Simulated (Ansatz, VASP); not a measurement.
One calculation of IrO2, two programs

```xyz
6
Lattice="4.5053 0.0000 0.0000 0.0000 4.5053 0.0000 0.0000 0.0000 3.1767" Properties=species:S:1:pos:R:3 pbc="T T T"
Ir    2.2527    2.2527    1.5884
Ir    0.0000    0.0000    0.0000
O     3.1147    3.1147    0.0000
O     3.6433    0.8620    1.5884
O     1.3906    1.3906    0.0000
O     0.8620    3.6433    1.5884
```

Alike in both runs: task relaxation of cell and atoms; functional PBE; k mesh 9 × 9 × 12; occupations fermi-dirac, width 0.5 eV; no spin polarisation.

|  | VASP | Ansatz |
| --- | --- | --- |
| version | VASP 6.6.1 | Ansatz 0.2.0 |
| potentials or method | VASP PAW PBE potentials, release 64 (Ir, O), cutoff 600 eV | plane-wave PAW DFT |
| valence electrons in the cell | 42 | 58 |

```tsv
	VASP	Ansatz	Ansatz less VASP
relaxed volume (Å³/atom)	11.15	11.06	-0.088
relaxed cell length with the largest relative difference (Å)	3.199	3.189	-0.0097
```

VASP's potentials hold 42 valence electrons a cell and Ansatz's 58, so a difference there can come from the potentials and not from the codes.

Neither program's run includes spin-orbit coupling.
